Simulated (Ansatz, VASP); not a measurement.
## Two plane-wave programs on ReP2

```
Re P
1.0
     3.10298    0.00000    0.00000
     0.00000    3.10298    0.00000
     0.00000    0.00000    5.45340
Re P
1 2
Direct
  0.00000 0.00000 0.00000
  0.50000 0.00000 0.30970
  0.00000 0.50000 0.69030
```

Change from the starting cell: ordered vacancies on the cation sites of zinc blende (P-4m2, No. 115).

Alike in both runs: functional PBE; k mesh 6 × 6 × 4; occupations gaussian, width 0.1 eV; no spin polarisation.

Ansatz relaxed the structure, and its values are those at the end. VASP's run is a single point on that final structure, the one shown.

```csv
,VASP,Ansatz
version,VASP 6.6.1,Ansatz 0.2.0
potentials or method,"VASP PAW PBE potentials, release 64 (Re_sv_GW, P), cutoff 560 eV","scalar-relativistic, plane waves, PAW"
valence electrons in the cell,25,25
```

|  | VASP | Ansatz | Ansatz less VASP |
| --- | --- | --- | --- |
| gap on the k mesh at the Fermi level (eV) | none | none | - |
| pressure (GPa) | -0.4 | 0.1 | +0.49 |
| rms of the force components (eV/Å) | 0.013 | 0.004 | -0.0093 |

A gap of «none» marks a metal or a gap that the smearing closes.

Neither program's run includes spin-orbit coupling.
